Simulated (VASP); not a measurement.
# Pt (Fm-3m) in VASP: further runs

The runs below take Pt through single point, relaxation of cell and atoms, with r2SCAN.

Program: VASP 6.6.1. These are calculated values, not measurements. Logs are shortened: lines on timing, memory, paths and dates and some standing lists are left out, and cuts for length are marked.

## 1. The cell of the first run

It takes space group Fm-3m (No. 225, cubic). Conventional cell: a = 3.943 Å, b = 3.943 Å, c = 3.943 Å, α = 90.00°, β = 90.00°, γ = 90.00°. Within 3.7 Å of Pt (site symmetry m-3m) lie 12 Pt at 2.79 Å.

## 2. Single point, r2SCAN

The input, POSCAR:

```
Pt
1.0
    0.0000000000      1.9715308581      1.9715308581
    1.9715308581      0.0000000000      1.9715308581
    1.9715308581      1.9715308581      0.0000000000
Pt
1
Direct
    0.0000000000      0.0000000000      0.0000000000
```

The input, INCAR.step1:

```
PREC = Accurate
ENCUT = 550
ISMEAR = -1
SIGMA = 0.1
LREAL = F
LASPH = T
NELM = 120
NBANDS = 11
GGA = PE
ALGO = Normal
EDIFF = 1E-5
LWAVE = T
LCHARG = F
GGA_COMPAT = F
```

The input, INCAR.step2:

```
PREC = Accurate
ENCUT = 550
EDIFF = 1E-6
ISMEAR = -1
SIGMA = 0.1
LREAL = F
LASPH = T
NELM = 120
ALGO = Normal
ISIF = 2
LWAVE = F
LCHARG = T
METAGGA = R2SCAN
LMIXTAU = T
LELF = T
LVHAR = T
NBANDS = 11
ISTART = 1
GGA_COMPAT = F
```

The input, KPOINTS:

```
Automatic mesh
0
Gamma
  10 10 10
```

Potentials or basis: VASP PAW PBE potentials, release 64 (Pt).

Command:

```bash
$ cat potpaw_PBE.64/Pt/POTCAR > POTCAR
$ cp INCAR.step1 INCAR
$ mpirun -np 1 vasp_std > vasp.out
$ cp INCAR.step2 INCAR
$ mpirun -np 1 vasp_std > vasp.out
```

OUTCAR:

```text
PREC = Accurate
   ENCUT = 550
   EDIFF = 1E-6
   ISMEAR = -1
   LREAL = F
   LASPH = T
   NELM = 120
   ISIF = 2
   METAGGA = R2SCAN
   ISTART = 1

 ion  position               nearest neighbor table
   1  0.000  0.000  0.000-

  LATTYP: Found a face centered cubic cell.
 ALAT       =     3.9430617162

  Lattice vectors:

 A1 = (   0.0000000000,   1.9715308581,   1.9715308581)
 A2 = (   1.9715308581,   0.0000000000,   1.9715308581)
 A3 = (   1.9715308581,   1.9715308581,   0.0000000000)

Analysis of symmetry for initial positions (statically):
=====================================================================
 Subroutine PRICEL returns:
 Original cell was already a primitive cell.

 Routine SETGRP: Setting up the symmetry group for a
 face centered cubic supercell.

 Subroutine GETGRP returns: Found 48 space group operations
 (whereof 48 operations were pure point group operations)
 out of a pool of 48 trial point group operations.

The static configuration has the point symmetry O_h .

Analysis of symmetry for dynamics (positions and initial velocities):
=====================================================================
 Subroutine PRICEL returns:
 Original cell was already a primitive cell.

 Routine SETGRP: Setting up the symmetry group for a
 face centered cubic supercell.

 Subroutine GETGRP returns: Found 48 space group operations
 (whereof 48 operations were pure point group operations)
 out of a pool of 48 trial point group operations.

The dynamic configuration has the point symmetry O_h .

 Subroutine INISYM returns: Found 48 space group operations
 (whereof 48 operations are pure point group operations),
 and found     1 'primitive' translations

----------------------------------------------------------------------------------------

                                     Primitive cell

  volume of cell :      15.3264

  direct lattice vectors                    reciprocal lattice vectors
     0.000000000  1.971530858  1.971530858    -0.253610030  0.253610030  0.253610030
     1.971530858  0.000000000  1.971530858     0.253610030 -0.253610030  0.253610030
     1.971530858  1.971530858  0.000000000     0.253610030  0.253610030 -0.253610030

  length of vectors
     2.788165678  2.788165678  2.788165678     0.439265457  0.439265457  0.439265457

  position of ions in fractional coordinates (direct lattice)
     0.000000000  0.000000000  0.000000000

  ion indices of the primitive-cell ions
   primitive index   ion index
                 1           1

----------------------------------------------------------------------------------------

 KPOINTS: Automatic mesh

Automatic generation of k-mesh.
 Grid dimensions read from file:
 generate k-points for:   10   10   10

 Generating k-lattice:

  Cartesian coordinates                     Fractional coordinates (reciprocal lattice)
    -0.025361003  0.025361003  0.025361003     0.100000000  0.000000000  0.000000000
     0.025361003 -0.025361003  0.025361003     0.000000000  0.100000000  0.000000000
     0.025361003  0.025361003 -0.025361003     0.000000000  0.000000000  0.100000000

  Length of vectors
     0.043926546  0.043926546  0.043926546

  Shift w.r.t. Gamma in fractional coordinates (k-lattice)
     0.000000000  0.000000000  0.000000000

 Subroutine IBZKPT returns following result:
 ===========================================

 Found     47 irreducible k-points:

 Following reciprocal coordinates:
            Coordinates               Weight
  0.000000  0.000000  0.000000      1.000000
  0.100000  0.000000  0.000000      8.000000
  0.200000  0.000000  0.000000      8.000000
  0.300000  0.000000  0.000000      8.000000
  0.400000  0.000000  0.000000      8.000000
  0.500000  0.000000  0.000000      4.000000
[... 16 lines left out ...]
  0.300000  0.300000  0.000000      6.000000
  0.400000  0.300000  0.000000     24.000000
 [... further k-points ...]
   k-points           NKPTS =     47   k-points in BZ     NKDIM =     47   number of bands    NBANDS=     11
   number of dos      NEDOS =    301   number of ions     NIONS =      1
   total plane-waves  NPLWV =  13824
   dimension x,y,z NGX =    24 NGY =   24 NGZ =   24
   dimension x,y,z NGXF=    48 NGYF=   48 NGZF=   48
   ions per type =               1
   NGX,Y,Z   is equivalent  to a cutoff of  14.31, 14.31, 14.31 a.u.
   NGXF,Y,Z  is equivalent  to a cutoff of  28.62, 28.62, 28.62 a.u.
 SYSTEM =  unknown system
   PREC   = accura    normal or accurate (medium, high low for compatibility)
   ISTART =      1    job   : 0-new  1-cont  2-samecut
   ICHARG =      0    charge: 1-file 2-atom 10-const
   ISPIN  =      1    spin polarized calculation?
   LNONCOLLINEAR =      F non collinear calculations
   LSORBIT =      F    spin-orbit coupling
   LASPH  =      T    aspherical Exc in radial PAW
   ENCUT  =  550.0 eV  40.42 Ry    6.36 a.u.   5.33  5.33  5.33*2*pi/ulx,y,z
   NELM   =    120;   NELMIN=  2; NELMDL=  0     # of ELM steps
   EDIFF  = 0.1E-05   stopping-criterion for ELM
   LREAL  =      F    real-space projection
   EDIFFG = 0.1E-04   stopping-criterion for IOM
   NSW    =      0    number of steps for IOM
   IBRION =     -1    ionic relax: 0-MD 1-quasi-New 2-CG
   NFREE  =      0    steps in history (QN), initial steepest desc. (CG)
   ISIF   =      2    stress and relaxation
   ISYM   =      2    0-nonsym 1-usesym 2-fastsym
   POTIM  = 0.5000    time-step for ionic-motion
   TEBEG  =    0.0;   TEEND  =   0.0 temperature during run
   PSTRESS=    0.0 pullay stress
   NELECT =      10.0000    total number of electrons
   NUPDOWN=      -1.0000    fix difference up-down
   EMIN   =  10.00;   EMAX   =-10.00  energy-range for DOS
   EFERMI =   0.00;   METHOD = LEGACY
   ISMEAR =    -1;   SIGMA  =   0.10  broadening in eV -4-tet -1-fermi 0-gaus
   EFERMI_NEDOS =   21; number of points for ismear=-14 and -15
   IALGO  =     38    algorithm
   IMIX   =      4    mixing-type and parameters
     AMIX     =   0.40;   BMIX     =  1.00
     AMIX_MAG =   1.60;   BMIX_MAG =  1.00
  volume/ion in A,a.u.               =      15.33       103.43
  Fermi-wavevector in a.u.,A,eV,Ry     =   1.419911  2.683244 27.431365  2.016148
  Thomas-Fermi vector in A             =   2.540882
   LORBIT       =      0    0 simple, 1 ext, 2 COOP (PROOUT), +10 PAW based schemes
   METAGGA = R2SCAN    functional components
   LHFCALC =     F    Hartree Fock is set to
   AEXX    =    0.0000 exact exchange contribution
   IVDW    =     0    specifies the selected vdW correction
   LEPSILON=     F    determine dielectric tensor
   LRPA    =     F    only Hartree local field effects (RPA)
 non-spin polarized calculation
  energy-cutoff  :      550.00
  volume of cell :       15.33
 maximum number of plane-waves:       464
 NGX is ok and might be reduce to    24
   NGX = 11   NGY = 11   NGZ = 11

 number of electron      10.0000001 magnetization

 Free energy of the ion-electron system (eV)
  ---------------------------------------------------
  ext. energy  EPLUGINS =         0.00000000
  ---------------------------------------------------
  free energy    TOTEN  =       -51.50930078 eV

  energy without entropy =      -51.45495431  energy(sigma->0) =      -51.48212755

 E-fermi :  10.7335     XC(G=0): -14.5217

 val. band max:       10.7328695635   @ k =   0.5000   0.0000   0.0000
 cond. band min:      10.7562683709   @ k =   0.5000   0.1000   0.0000
 fundamental gap:      0.0233988075
 Fermi energy:        10.7334672188

 k-point     1 :       0.0000    0.0000    0.0000
  band No.  band energies     occupation
      1       0.3980      2.00000
      2       6.8951      2.00000
      3       6.8951      2.00000
      4       6.8951      2.00000
      5       9.0038      2.00000
      6       9.0038      2.00000
      7      26.2327      0.00000
      8      31.3082      0.00000
      9      31.3082      0.00000
     10      31.3082      0.00000
     11      37.1156      0.00000

 k-point     2 :       0.1000    0.0000    0.0000
  band No.  band energies     occupation
      1       0.8050      2.00000
      2       6.7279      2.00000
      3       7.0474      2.00000
      4       7.0474      2.00000
      5       8.9292      2.00000
      6       8.9292      2.00000
      7      26.8287      0.00000
      8      29.5166      0.00000
      9      31.9158      0.00000
     10      31.9158      0.00000
     11      38.5200      0.00000

 k-point     3 :       0.2000    0.0000    0.0000
  band No.  band energies     occupation
      1       1.8778      2.00000
      2       6.4843      2.00000
      3       7.2737      2.00000
      4       7.2737      2.00000
      5       8.9742      2.00000
      6       8.9742      2.00000
      7      26.4157      0.00000
      8      27.9407      0.00000
      9      33.5100      0.00000
     10      33.5100      0.00000
     11      35.7883      0.00000

 k-point     4 :       0.3000    0.0000    0.0000
  band No.  band energies     occupation
      1       2.9615      2.00000
      2       6.9859      2.00000
      3       7.1560      2.00000
      4       7.1560      2.00000
      5       9.5786      1.99998
      6       9.5786      1.99998
      7      22.8021      0.00000
      8      27.4650      0.00000
      9      33.7594      0.00000
     10      33.7594      0.00000
     11      36.0287      0.00000
[... 239 lines left out ...]
 k-point    22 :      -0.2000    0.2000    0.0000
  band No.  band energies     occupation
      1       3.8582      2.00000
      2       5.9389      2.00000
      3       6.9306      2.00000
      4       8.0440      2.00000
      5       8.3155      2.00000
      6      11.1206      0.04083
      7      24.0403      0.00000
      8      26.5799      0.00000
      9      30.0541      0.00000
     10      32.4919      0.00000
     11      35.6223      0.00000

 k-point    23 :       0.3000    0.3000    0.0000
  band No.  band energies     occupation
      1       3.7746      2.00000
      2       4.8674      2.00000
      3       8.0021      2.00000
      4       9.2338      2.00000
      5       9.2338      2.00000
      6      10.0359      1.99813
      7      26.8687      0.00000
      8      26.8687      0.00000
      9      28.0995      0.00000
     10      30.6518      0.00000
     11      31.8474      0.00000

 k-point    24 :       0.4000    0.3000    0.0000
  band No.  band energies     occupation
      1       4.0785      2.00000
      2       4.6789      2.00000
      3       8.1047      2.00000
      4       9.3793      2.00000
      5      10.6172      1.52366
      6      10.9919      0.14027
      7      23.2204      0.00000
      8      25.6507      0.00000
      9      26.0866      0.00000
     10      31.5118      0.00000
     11      33.6487      0.00000

 [... further k-points ...]
[... 5 lines left out ...]
  --------------------------------------------------------------------------------------
  -------------------------------------------------------------------------------------
  Total        0.0661506      0.0661506      0.0661506      0.0000000      0.0000000      0.0000000
  in kB        6.9151869      6.9151869      6.9151869      0.0000000      0.0000000      0.0000000
  external PRESSURE =       6.9151869 kB  Pullay stress =       0.0000000 kB

 VOLUME and BASIS-vectors are now :
 -----------------------------------------------------------------------------
  energy-cutoff  :      550.00
  volume of cell :       15.33
      direct lattice vectors                 reciprocal lattice vectors
     0.000000000  1.971530858  1.971530858    -0.253610030  0.253610030  0.253610030
     1.971530858  0.000000000  1.971530858     0.253610030 -0.253610030  0.253610030
     1.971530858  1.971530858  0.000000000     0.253610030  0.253610030 -0.253610030

 POSITION                                       TOTAL-FORCE (eV/Angst)
 -----------------------------------------------------------------------------------
      0.00000      0.00000      0.00000         0.000000      0.000000      0.000000
 -----------------------------------------------------------------------------------
    total drift:                                0.000000      0.000000     -0.000000

  FREE ENERGIE OF THE ION-ELECTRON SYSTEM (eV)
  ---------------------------------------------------
  free  energy   TOTEN  =       -51.5093007815 eV

  energy  without entropy=      -51.4549543109  energy(sigma->0) =      -51.48212755
```

It took 13 s on 1 thread of Intel Xeon 6975P-C (Granite Rapids), shared host; peak memory 0.15 GiB.

What came out:

```yaml
Free_energy: -51.5093 eV
Pressure: 0.7 GPa
Band_gap_on_the_k_mesh: zero (bands 5 and 6 overlap by 2.29 eV)
```

Caveat: the PAW data sets were made with another functional, which shifts forces and pressure a little; spin-orbit coupling is left out, which moves the levels of the heavy elements.

[end of part 1 of 2]
